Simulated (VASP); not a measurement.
# TaTe (Pm-3m) in VASP: notebook

TaTe is run at these levels: PBE+D4, PBE, PBE+D3(BJ); tasks: single point, relaxation of cell and atoms.

Program: VASP 6.6.1. These are calculated values, not measurements. Logs are shortened: lines on timing, memory, paths and dates and some standing lists are left out, and cuts for length are marked.

### 1 The cell of the first run

The structure is cubic, space group Pm-3m (No. 221). The conventional cell has a = 3.391 Å, b = 3.391 Å, c = 3.391 Å, α = 90.00°, β = 90.00°, γ = 90.00°. Within 3.9 Å of Ta (site symmetry m-3m) lie 8 Te at 2.94 Å and 6 Ta at 3.39 Å. Within 3.9 Å of Te (site symmetry m-3m) lie 8 Ta at 2.94 Å and 6 Te at 3.39 Å.

### 2 Single point, PBE+D4

INCAR

```
PREC = Accurate ; ENCUT = 520
EDIFF = 1E-7 ; ISMEAR = -1
SIGMA = 0.05 ; LREAL = False
LASPH = True ; NELM = 100
ALGO = Normal ; ISIF = 2
LWAVE = False ; LCHARG = False
GGA = PE ; IVDW = 13
NBANDS = 16
```

KPOINTS

```
regular mesh
0
Gamma
  8 8 8
```

POSCAR

```
TaTe
1.0
    3.3907239719      0.0000000000      0.0000000000
    0.0000000000      3.3907239719      0.0000000000
    0.0000000000      0.0000000000      3.3907239719
Ta Te
1 1
Direct
    0.5000000000      0.5000000000      0.5000000000
    0.0000000000      0.0000000000      0.0000000000
```

Potentials or basis: VASP PAW PBE potentials, release 64 (Ta_pv, Te).

On the command line:

```sh
$ cat potpaw_PBE.64/Ta_pv/POTCAR potpaw_PBE.64/Te/POTCAR > POTCAR
$ mpirun -np 1 vasp_std > vasp.out
```

OUTCAR:

```text
PREC = Accurate
   ENCUT = 520
   EDIFF = 1E-7
   ISMEAR = -1
   LREAL = False
   LASPH = True
   NELM = 100
   ISIF = 2
   GGA = PE
   IVDW = 13

 ion  position               nearest neighbor table
   1  0.500  0.500  0.500-   2 2.94   2 2.94   2 2.94   2 2.94   2 2.94   2 2.94   2 2.94   2 2.94

   2  0.000  0.000  0.000-   1 2.94   1 2.94   1 2.94   1 2.94   1 2.94   1 2.94   1 2.94   1 2.94

  LATTYP: Found a simple cubic cell.
 ALAT       =     3.3907239719

  Lattice vectors:

 A1 = (   3.3907239719,   0.0000000000,   0.0000000000)
 A2 = (   0.0000000000,   3.3907239719,   0.0000000000)
 A3 = (   0.0000000000,   0.0000000000,   3.3907239719)

Analysis of symmetry for initial positions (statically):
=====================================================================
 Subroutine PRICEL returns:
 Original cell was already a primitive cell.

 Routine SETGRP: Setting up the symmetry group for a
 simple cubic supercell.

 Subroutine GETGRP returns: Found 48 space group operations
 (whereof 48 operations were pure point group operations)
 out of a pool of 48 trial point group operations.

The static configuration has the point symmetry O_h .

Analysis of symmetry for dynamics (positions and initial velocities):
=====================================================================
 Subroutine PRICEL returns:
 Original cell was already a primitive cell.

 Routine SETGRP: Setting up the symmetry group for a
 simple cubic supercell.

 Subroutine GETGRP returns: Found 48 space group operations
 (whereof 48 operations were pure point group operations)
 out of a pool of 48 trial point group operations.

The dynamic configuration has the point symmetry O_h .

 Subroutine INISYM returns: Found 48 space group operations
 (whereof 48 operations are pure point group operations),
 and found     1 'primitive' translations

----------------------------------------------------------------------------------------

                                     Primitive cell

  volume of cell :      38.9832

  direct lattice vectors                    reciprocal lattice vectors
     3.390723972  0.000000000  0.000000000     0.294922267  0.000000000  0.000000000
     0.000000000  3.390723972  0.000000000     0.000000000  0.294922267  0.000000000
     0.000000000  0.000000000  3.390723972     0.000000000  0.000000000  0.294922267

  length of vectors
     3.390723972  3.390723972  3.390723972     0.294922267  0.294922267  0.294922267

[... 79 lines left out ...]
   NELM   =    100;   NELMIN=  2; NELMDL= -5     # of ELM steps
   EDIFF  = 0.1E-06   stopping-criterion for ELM
   LREAL  =      F    real-space projection
   EDIFFG = 0.1E-05   stopping-criterion for IOM
   NSW    =      0    number of steps for IOM
   IBRION =     -1    ionic relax: 0-MD 1-quasi-New 2-CG
   NFREE  =      0    steps in history (QN), initial steepest desc. (CG)
   ISIF   =      2    stress and relaxation
   ISYM   =      2    0-nonsym 1-usesym 2-fastsym
   POTIM  = 0.5000    time-step for ionic-motion
   TEBEG  =    0.0;   TEEND  =   0.0 temperature during run
   PSTRESS=    0.0 pullay stress
   NELECT =      17.0000    total number of electrons
   NUPDOWN=      -1.0000    fix difference up-down
   EMIN   =  10.00;   EMAX   =-10.00  energy-range for DOS
   EFERMI =   0.00;   METHOD = LEGACY
   ISMEAR =    -1;   SIGMA  =   0.05  broadening in eV -4-tet -1-fermi 0-gaus
   EFERMI_NEDOS =   21; number of points for ismear=-14 and -15
   IALGO  =     38    algorithm
   IMIX   =      4    mixing-type and parameters
     AMIX     =   0.40;   BMIX     =  1.00
     AMIX_MAG =   1.60;   BMIX_MAG =  1.00
  volume/ion in A,a.u.               =      19.49       131.54
  Fermi-wavevector in a.u.,A,eV,Ry     =   1.241458  2.346015 20.969544  1.541218
  Thomas-Fermi vector in A             =   2.375855
   LORBIT       =      0    0 simple, 1 ext, 2 COOP (PROOUT), +10 PAW based schemes
   GGA     = PE    functional components
   LHFCALC =     F    Hartree Fock is set to
   AEXX    =    0.0000 exact exchange contribution
   IVDW    =    13    specifies the selected vdW correction
   LEPSILON=     F    determine dielectric tensor
   LRPA    =     F    only Hartree local field effects (RPA)
 non-spin polarized calculation
  energy-cutoff  :      520.00
  volume of cell :       38.98
 maximum number of plane-waves:      1064
 NGX is ok and might be reduce to    28
   NGX = 13   NGY = 13   NGZ = 13

 number of electron      17.0000003 magnetization

 Free energy of the ion-electron system (eV)
  ---------------------------------------------------
  ext. energy  EPLUGINS =         0.00000000
  ---------------------------------------------------
  free energy    TOTEN  =       -14.52550959 eV

  energy without entropy =      -14.49815737  energy(sigma->0) =      -14.51183348

 E-fermi :  10.0487     XC(G=0): -12.0273

 val. band max:       10.0260110727   @ k =   0.5000   0.3750   0.2500
 cond. band min:      10.0625140483   @ k =   0.3750   0.3750   0.2500
 fundamental gap:      0.0365029756
 Fermi energy:        10.0487439924

 k-point     1 :       0.0000    0.0000    0.0000
  band No.  band energies     occupation
      1     -24.8415      2.00000
      2     -24.8415      2.00000
      3     -24.8415      2.00000
      4      -5.0182      2.00000
      5       7.1235      2.00000
      6       7.1235      2.00000
[... 433 lines left out ...]
      3     -24.8355      2.00000
      4      -2.2692      2.00000
      5       3.3632      2.00000
      6       4.2790      2.00000
[... 8 lines left out ...]
     15      18.5603      0.00000
     16      20.7569      0.00000

 [... further k-points ...]

------------------------ aborting loop because EDIFF is reached ----------------------------------------

  DFT-D4 for vdW energy calculation

  Edisp (eV):   -1.01837

  FORCE on cell =-STRESS in cart. coord.  units (eV):
  Direction    XX          YY          ZZ          XY          YZ          ZX
  --------------------------------------------------------------------------------------
  -------------------------------------------------------------------------------------
  Total       0.01461     0.01461     0.01461     0.00000     0.00000    -0.00000
  in kB       0.60049     0.60049     0.60049     0.00000     0.00000    -0.00000
  external pressure =        0.60 kB  Pullay stress =        0.00 kB

 VOLUME and BASIS-vectors are now :
 -----------------------------------------------------------------------------
  energy-cutoff  :      520.00
  volume of cell :       38.98
      direct lattice vectors                 reciprocal lattice vectors
     3.390723972  0.000000000  0.000000000     0.294922267  0.000000000  0.000000000
     0.000000000  3.390723972  0.000000000     0.000000000  0.294922267  0.000000000
     0.000000000  0.000000000  3.390723972     0.000000000  0.000000000  0.294922267

 POSITION                                       TOTAL-FORCE (eV/Angst)
 -----------------------------------------------------------------------------------
      1.69536      1.69536      1.69536         0.000000      0.000000      0.000000
      0.00000      0.00000      0.00000         0.000000      0.000000      0.000000
 -----------------------------------------------------------------------------------
    total drift:                                0.000000      0.000000      0.000000

  FREE ENERGIE OF THE ION-ELECTRON SYSTEM (eV)
  ---------------------------------------------------
  free  energy   TOTEN  =       -15.5438751327 eV

  energy  without entropy=      -15.5165229086  energy(sigma->0) =      -15.53019902
```

Run time: 38 s. Hardware: 1 thread of Intel Xeon Platinum 8175M at 2.50GHz (Skylake/Cascade Lake), shared host; peak memory 0.17 GiB.

Results:

```yaml
Free_energy: -15.5439 eV
Pressure: 0.1 GPa
Dispersion_energy_per_atom: -0.509 eV
```

Caveat: spin-orbit coupling is left out, which moves the levels of the heavy elements; pairwise dispersion overbinds metals, which lowers pressure and volume.

### 3 Relaxation of cell and atoms, PBE

This run uses another cell than the first one, of 20.00 Å³/atom, 1.026 times its volume.

INCAR

```
SYSTEM = TaTe
PREC = Accurate
ENCUT = 600
EDIFF = 1E-6
ISMEAR = -1
SIGMA = 0.05
LREAL = .False.
LASPH = .True.
NELM = 60
ALGO = Normal
ISIF = 3
LWAVE = .False.
LCHARG = .False.
GGA = PE
IBRION = 2
NSW = 60
EDIFFG = -0.01
```

KPOINTS

```
Automatic mesh
0
Gamma
  8 8 8
  0 0 0
```

POSCAR

```
TaTe
1.0
    3.4200900000      0.0000000000      0.0000000000
    0.0000000000      3.4200900000      0.0000000000
    0.0000000000      0.0000000000      3.4200900000
Ta Te
1 1
Direct
    0.5000000000      0.5000000000      0.5000000000
    0.0000000000      0.0000000000      0.0000000000
```

Potentials or basis: VASP PAW PBE potentials, release 64 (Ta_pv, Te).

On the command line:

```sh
$ cat potpaw_PBE.64/Ta_pv/POTCAR potpaw_PBE.64/Te/POTCAR > POTCAR
$ mpirun -np 1 vasp_std > vasp.out
```

OUTCAR:

```text
SYSTEM = TaTe
   PREC = Accurate
   ENCUT = 600
   EDIFF = 1E-6
   ISMEAR = -1
   LREAL = .False.
   LASPH = .True.
   NELM = 60
   ISIF = 3
   GGA = PE
   IBRION = 2
   NSW = 60
   EDIFFG = -0.01

 ion  position               nearest neighbor table
   1  0.500  0.500  0.500-   2 2.96   2 2.96   2 2.96   2 2.96   2 2.96   2 2.96   2 2.96   2 2.96

   2  0.000  0.000  0.000-   1 2.96   1 2.96   1 2.96   1 2.96   1 2.96   1 2.96   1 2.96   1 2.96

  LATTYP: Found a simple cubic cell.
 ALAT       =     3.4200900000

  Lattice vectors:

 A1 = (   3.4200900000,   0.0000000000,   0.0000000000)
 A2 = (   0.0000000000,   3.4200900000,   0.0000000000)
 A3 = (   0.0000000000,   0.0000000000,   3.4200900000)

Analysis of symmetry for initial positions (statically):
=====================================================================
 Subroutine PRICEL returns:
 Original cell was already a primitive cell.

 Routine SETGRP: Setting up the symmetry group for a
 simple cubic supercell.

 Subroutine GETGRP returns: Found 48 space group operations
 (whereof 48 operations were pure point group operations)
 out of a pool of 48 trial point group operations.

The static configuration has the point symmetry O_h .

[... 169 lines left out ...]
  Total        0.0332498      0.0332498      0.0332498     -0.0000000      0.0000000     -0.0000000
  in kB        1.3316397      1.3316397      1.3316397     -0.0000000      0.0000000     -0.0000000
  external PRESSURE =       1.3316397 kB  Pullay stress =       0.0000000 kB
[... 59 lines left out ...]
--------------------------------------- Ionic step        3  -------------------------------------------

 number of electron      17.0000005 magnetization

 Free energy of the ion-electron system (eV)
  ---------------------------------------------------
  ext. energy  EPLUGINS =         0.00000000
  ---------------------------------------------------
  free energy    TOTEN  =       -14.53945282 eV

  energy without entropy =      -14.51127790  energy(sigma->0) =      -14.52536536

 E-fermi :   9.7103     XC(G=0): -11.8954

 val. band max:        9.6858664127   @ k =   0.5000   0.3750   0.2500
 cond. band min:       9.7130345011   @ k =   0.3750   0.3750   0.2500
 fundamental gap:      0.0271680884
 Fermi energy:         9.7103134106

 k-point     1 :       0.0000    0.0000    0.0000
  band No.  band energies     occupation
      1     -25.2511      2.00000
      2     -25.2511      2.00000
      3     -25.2511      2.00000
      4      -5.1577      2.00000
      5       6.8947      2.00000
      6       6.8947      2.00000
      7       8.2491      2.00000
      8       8.2491      2.00000
      9       8.2491      2.00000
     10      11.1029      0.00000
     11      11.1029      0.00000
     12      11.1029      0.00000
[... 331 lines left out ...]
 k-point    24 :       0.5000    0.3750    0.1250
  band No.  band energies     occupation
      1     -25.3817      2.00000
      2     -25.3575      2.00000
      3     -25.2461      2.00000
      4      -2.5140      2.00000
      5       3.1515      2.00000
      6       4.0534      2.00000
      7       7.2851      2.00000
      8       7.7833      2.00000
      9       9.6168      1.73315
     10       9.9904      0.00735
     11      12.6284      0.00000
     12      13.2067      0.00000

 [... further k-points ...]
[... 5 lines left out ...]
  --------------------------------------------------------------------------------------
  -------------------------------------------------------------------------------------
  Total        0.0019923      0.0019923      0.0019923      0.0000000      0.0000000     -0.0000000
  in kB        0.0797105      0.0797105      0.0797105      0.0000000      0.0000000     -0.0000000
  external PRESSURE =       0.0797105 kB  Pullay stress =       0.0000000 kB
[... 17 lines left out ...]
  FREE ENERGIE OF THE ION-ELECTRON SYSTEM (eV)
  ---------------------------------------------------
  free  energy   TOTEN  =       -14.5394528195 eV

  energy  without entropy=      -14.5112778977  energy(sigma->0) =      -14.52536536

 reached required accuracy - stopping structural energy minimisation
```

CONTCAR:

```text
TaTe
   1.00000000000000
     3.4212244667723573    0.0000000000000000   -0.0000000000000000
    -0.0000000000000000    3.4212244667723573   -0.0000000000000000
     0.0000000000000000    0.0000000000000000    3.4212244667723573
  Ta              Te
     1     1
Direct
     0.5000000000000000    0.5000000000000000    0.5000000000000000
     0.0000000000000000    0.0000000000000000    0.0000000000000000

  0.00000000E+00  0.00000000E+00  0.00000000E+00
  0.00000000E+00  0.00000000E+00  0.00000000E+00
```

Run time: 53 s. Hardware: 1 thread of Intel Xeon Platinum 8175M at 2.50GHz (Skylake/Cascade Lake), shared host; peak memory 0.17 GiB.

What came out:

- Free energy: -14.5395 eV
- Relaxed volume: 20.02 Å³/atom
- Relaxed cell: a = 3.421 Å, b = 3.421 Å, c = 3.421 Å, α = 90.00°, β = 90.00°, γ = 90.00°
- Space group after relaxing (to 0.05 Å): Pm-3m (No. 221)
- Energy gained by relaxing: 0.0 meV/atom
- Ionic steps: 3
- Pressure after relaxing: 0.0 GPa

Final structure:
```xyz
2
Lattice="3.4212 0.0000 0.0000 0.0000 3.4212 0.0000 0.0000 0.0000 3.4212" Properties=species:S:1:pos:R:3 pbc="T T T"
Ta    1.7106    1.7106    1.7106
Te    0.0000    0.0000    0.0000
```

Caveat: spin-orbit coupling is left out, which moves the levels of the heavy elements.

### 4 Relaxation of cell and atoms, PBE+D3(BJ)

This run uses another cell than the first one, of 20.00 Å³/atom, 1.026 times its volume.

INCAR

```
SYSTEM = TaTe
ALGO = Normal ; EDIFF = 1E-7
EDIFFG = -0.01 ; ENCUT = 600
GGA = PE ; IBRION = 2
ISIF = 3 ; ISMEAR = -1
IVDW = 12 ; LASPH = .TRUE.
LCHARG = .FALSE. ; LREAL = .FALSE.
LWAVE = .FALSE. ; NELM = 60
NSW = 60 ; PREC = Accurate
SIGMA = 0.05
```

KPOINTS

```
k-points
0
G
  8 8 8
  0 0 0
```

POSCAR is that of step 3.

On the command line:

```sh
$ cat potpaw_PBE.64/Ta_pv/POTCAR potpaw_PBE.64/Te/POTCAR > POTCAR
$ mpirun -np 1 vasp_std > vasp.out
```

It took 94 s on 1 thread of Intel Xeon Platinum 8175M at 2.50GHz (Skylake/Cascade Lake), shared host; peak memory 0.19 GiB.

It converged, with:

| Property | Result |
| --- | --- |
| Free energy | -15.8831 eV |
| Relaxed volume | 19.28 Å³/atom |
| Relaxed cell | a = 3.378 Å, b = 3.378 Å, c = 3.378 Å, α = 90.00°, β = 90.00°, γ = 90.00° |
| Space group after relaxing (to 0.05 Å) | Pm-3m (No. 221) |
| Energy gained by relaxing | 12.6 meV/atom |
| Ionic steps | 4 |
| Pressure after relaxing | 0.0 GPa |
| Dispersion energy per atom | -0.685 eV |

Step by step:
| step | energy change (eV) | largest force (eV/Å) | pressure (GPa) | volume (Å³) |
| --- | --- | --- | --- | --- |
| 1 | 0.0000 | 0.0000 | -5.38 | 40.00 |
| 2 | 0.0523 | 0.0000 | 11.37 | 36.24 |
| 3 | -0.0252 | 0.0000 | -0.09 | 38.58 |
| 4 | -0.0252 | 0.0000 | 0.02 | 38.56 |

Final structure:
```yaml
crystal:
  lattice:
    - [3.37826, 0.00000, 0.00000]
    - [0.00000, 3.37826, 0.00000]
    - [0.00000, 0.00000, 3.37826]
  atoms:
    - { symbol: Ta, position: [0.50000, 0.50000, 0.50000] }
    - { symbol: Te, position: [0.00000, 0.00000, 0.00000] }
```

Levels at points of the mesh, in eV from the Fermi level:
| k point | band 6 | band 7 | band 8 | band 9 | band 10 | band 11 | band 12 |
| --- | --- | --- | --- | --- | --- | --- | --- |
| (0.00, 0.00, 0.00) | -2.97 | -1.43 | -1.43 | -1.43 | 1.47 | 1.47 | 1.47 |
| (0.50, 0.00, 0.00) | -3.04 | -3.04 | -2.11 | 1.66 | 2.88 | 4.35 | 5.32 |
| (0.50, 0.50, 0.00) | -6.04 | -3.51 | -0.29 | -0.29 | 0.60 | 1.64 | 3.30 |
| (0.50, 0.50, 0.50) | -6.94 | -6.94 | 1.56 | 1.56 | 1.56 | 3.45 | 3.45 |

Caveat: spin-orbit coupling is left out, which moves the levels of the heavy elements; pairwise dispersion overbinds metals, which lowers pressure and volume.

### 5 Relaxation of cell and atoms, PBE+D4

This run uses another cell than the first one, of 20.00 Å³/atom, 1.026 times its volume.

INCAR

```
SYSTEM = TaTe
PREC = Accurate ; ENCUT = 600
EDIFF = 1E-6 ; ISMEAR = -1
SIGMA = 0.05 ; LREAL = .FALSE.
LASPH = .TRUE. ; NELM = 60
ALGO = Normal ; ISIF = 3
LWAVE = .FALSE. ; LCHARG = .FALSE.
GGA = PE ; IVDW = 13
IBRION = 2 ; NSW = 60
EDIFFG = -0.01
```

KPOINTS

```
Automatic mesh
0
G
  8 8 8
  0 0 0
```

POSCAR is that of step 4.

On the command line:

```sh
$ cat potpaw_PBE.64/Ta_pv/POTCAR potpaw_PBE.64/Te/POTCAR > POTCAR
$ mpirun -np 1 vasp_std > vasp.out
```

It took 69 s on 1 thread of Intel Xeon Platinum 8175M at 2.50GHz (Skylake/Cascade Lake), shared host; peak memory 0.18 GiB.

The run converged. Its results:

```yaml
Free_energy: -15.5444 eV
Relaxed_volume: 19.51 Å³/atom
Relaxed_cell: a = 3.392 Å, b = 3.392 Å, c = 3.392 Å, α = 90.00°, β = 90.00°, γ = 90.00°
Space_group_after_relaxing_to_0.05_Å: Pm-3m (No. 221)
Energy_gained_by_relaxing: 6.0 meV/atom
Ionic_steps: 3
Pressure_after_relaxing: 0.0 GPa
Dispersion_energy_per_atom: -0.509 eV
```

The path:
```csv
step,energy change (eV),largest force (eV/Å),pressure (GPa),volume (Å³)
1,0.0000,0.0000,-3.75,40.00
2,0.0244,0.0000,7.39,37.36
3,-0.0120,0.0000,-0.04,39.01
```

Final structure:
```
CELL_PARAMETERS angstrom
3.39153 0.00000 0.00000
0.00000 3.39153 0.00000
0.00000 0.00000 3.39153
ATOMIC_POSITIONS crystal
Ta 0.50000 0.50000 0.50000
Te 0.00000 0.00000 0.00000
```

Levels at points of the mesh, in eV from the Fermi level:
```tsv
k point	band 6	band 7	band 8	band 9	band 10	band 11	band 12
(0.00, 0.00, 0.00)	-2.92	-1.44	-1.44	-1.44	1.45	1.45	1.45
(0.50, 0.00, 0.00)	-3.02	-3.02	-2.07	1.64	2.82	4.37	5.23
(0.50, 0.50, 0.00)	-6.00	-3.48	-0.28	-0.28	0.57	1.58	3.24
(0.50, 0.50, 0.50)	-6.86	-6.86	1.54	1.54	1.54	3.39	3.39
```

Caveat: spin-orbit coupling is left out, which moves the levels of the heavy elements; pairwise dispersion overbinds metals, which lowers pressure and volume.

### 6 Summary

| task | level | cell | cutoff (eV) | gap on the mesh (eV) | pressure (GPa) | relaxed volume (Å³/atom) |
| --- | --- | --- | --- | --- | --- | --- |
| single point | PBE+D4 | a = 3.391 Å, 2 atoms | 520 | none | 0.1 | - |
| relaxation of cell and atoms | PBE | relaxed from a = 3.420 Å, 2 atoms | 600 | none | 0.0 | 20.02 |
| relaxation of cell and atoms | PBE+D3(BJ) | relaxed from a = 3.420 Å, 2 atoms | 600 | none | 0.0 | 19.28 |
| relaxation of cell and atoms | PBE+D4 | relaxed from a = 3.420 Å, 2 atoms | 600 | none | 0.0 | 19.51 |

Alike in all rows: potentials or basis VASP PAW PBE potentials, release 64 (Ta_pv, Te); no spin polarisation; k mesh 8 × 8 × 8; smearing fermi-dirac 0.05 eV.

Caveats: spin-orbit coupling is left out, which moves the levels of the heavy elements; pairwise dispersion overbinds metals, which lowers pressure and volume (some runs).

Absolute energies hang on the potentials; compare differences alone.
